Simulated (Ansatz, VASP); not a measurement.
# Two plane-wave programs on NiO

INCAR

```
ALGO = Normal
EDIFF = 1E-7
ENCUT = 520
GGA = PE
ISIF = 2
ISMEAR = -1
ISPIN = 2
IVDW = 12
LASPH = T
LCHARG = F
LMAXMIX = 4
LORBIT = 11
LREAL = F
LWAVE = F
MAGMOM = 1 0
NBANDS = 19
NELM = 150
PREC = Accurate
SIGMA = 0.05
```

KPOINTS

```
k-points
0
Gamma
  11 11 11
```

POSCAR

```
NiO
1.0
    0.0000000000      2.0859016414      2.0859016414
    2.0859016414      0.0000000000      2.0859016414
    2.0859016414      2.0859016414      0.0000000000
Ni O
1 1
Direct
    0.0000000000      0.0000000000      0.0000000000
    0.5000000000      0.5000000000      0.5000000000
```

File input.yaml:

```yaml
crystal:
  lattice:
    - [0.0, 2.0859016414, 2.0859016414]
    - [2.0859016414, 0.0, 2.0859016414]
    - [2.0859016414, 2.0859016414, 0.0]
  atoms:
    - { symbol: Ni, position: [0.0, 0.0, 0.0], spin: 1.0 }
    - { symbol: O, position: [0.5, 0.5, 0.5] }
hamiltonian:
  xc: pbe
  pseudopotentials: { kind: paw }
  dispersion: d3bj
magnetization:
  spin_polarized: true
kpoints:
  mp_grid: { grid: [11, 11, 11] }
scf:
  occupations: { method: fermi_dirac, width: 0.05 }
output:
  forces: true
  stress: true
  eigenvalues: true
  write_density: true
  write_potential: true
  elf: true
  volumetric_format: npy
```

Alike in both runs: task single point; functional PBE; dispersion D3(BJ); k mesh 11 × 11 × 11; occupations fermi-dirac, width 0.05 eV; collinear spin.

|  | VASP | Ansatz |
| --- | --- | --- |
| version | VASP 6.6.1 | Ansatz 0.2.0 |
| potentials or method | VASP PAW PBE potentials, release 64 (Ni, O) | Ansatz PAW |
| plane-wave cutoff (eV) | 520 | 420 |
| valence electrons in the cell | 16 | 24 |

VASP gave:

```
gap on the k mesh at the Fermi level (eV)                     : none
pressure (GPa)                                                : 1.8
net moment per atom (μB)                                      : 0.84
size of the moment on the site where the two differ most (μB) : 0.25
```

Q: What did Ansatz give for the same quantities?

A: gap on the k mesh at the Fermi level (eV): none; pressure (GPa): 2.4; net moment per atom (μB): 0.86; size of the moment on the site where the two differ most (μB): 0.27.

Site moments also hang on the region over which each program counts them. A gap of «none» marks a metal or a gap that the smearing closes. VASP's potentials hold 16 valence electrons a cell and Ansatz's 24, so a difference there can come from the potentials and not from the codes.
